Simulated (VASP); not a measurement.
The system is GaSb.

```
Ga Sb
1.0
     0.00000    3.06588    3.06588
     3.06588    0.00000    3.06588
     3.06588    3.06588    0.00000
Ga Sb
1 1
Direct
  0.00000 0.00000 0.00000
  0.25000 0.25000 0.25000
```

Base run:

* Program: VASP 6.6.1
* Functional: PBE
* Potentials or basis: VASP PAW PBE potentials, release 64 (Ga_d, Sb)
* Cutoff: 520 eV
* k mesh: 8 × 8 × 8
* Occupations: fermi-dirac, width 0.02 eV
* Spin: no spin polarisation

Its results: band gap on the k mesh zero (filled and empty bands touch); pressure 2.0 GPa.

Task: The run is repeated on the same cell with these changes: functional from PBE to r2SCAN. What comes out?

Result: Band gap on the k mesh 0.40 eV, direct; pressure 0.1 GPa.

r2SCAN gives the wider gap, since meta-GGAs in the generalised Kohn-Sham scheme recover part of the derivative discontinuity.

Caveats: spin-orbit coupling is left out, which moves the levels of the heavy elements; the PAW data sets were made with another functional, which shifts forces and pressure a little (some runs).

A k mesh can miss the band edges.
